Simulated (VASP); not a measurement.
Write the native input for VASP 6.6.1 that does the following.

```
Task                   : single point
Functional             : PBE
Potentials or basis    : VASP PAW PBE potentials, release 64 (Ba_sv)
Cutoff                 : 520 eV
k mesh                 : 14 × 14 × 14
Occupations            : gaussian, width 0.1 eV
Spin                   : no spin polarisation
Dipole correction      : no
Further INCAR settings : ALGO = Fast; EDIFF = 1e-06; NBANDS = 11
```

The structure of Ba lies in POSCAR:

```
Ba
1.0
    3.9465746316      0.0000000000      0.0000000000
    0.0000000000      3.9465746316      0.0000000000
    0.0000000000      0.0000000000      3.9465746316
Ba
1
Direct
    0.0000000000      0.0000000000      0.0000000000
```

One way to write it, as run:

INCAR

```
SYSTEM = Ba
PREC = Accurate
ENCUT = 520
EDIFF = 1E-6
ISMEAR = 0
SIGMA = 0.1
LREAL = .FALSE.
LASPH = .TRUE.
NELM = 100
ALGO = Fast
ISIF = 2
LWAVE = .FALSE.
LCHARG = .FALSE.
GGA = PE
NBANDS = 11
```

KPOINTS

```
Automatic mesh
0
G
  14 14 14
  0 0 0
```

Potentials or basis: VASP PAW PBE potentials, release 64 (Ba_sv).

Run with:

```sh
$ cat potpaw_PBE.64/Ba_sv/POTCAR > POTCAR
$ mpirun -np 1 vasp_std > vasp.out
```

It gave:

```json
{
 "Pressure": "0.1 GPa",
 "Band gap on the k mesh": "zero (band 5 reaches 1.70 eV, above the bottom of band 6 at 1.61 eV)"
}
```

Caveat: spin-orbit coupling is left out, which moves the levels of the heavy elements.

It took 99 s on 1 thread of Intel(R) Xeon(R) Platinum 8259CL CPU @ 2.50GHz (Skylake/Cascade Lake), on a shared host, peak memory 0.21 GiB.
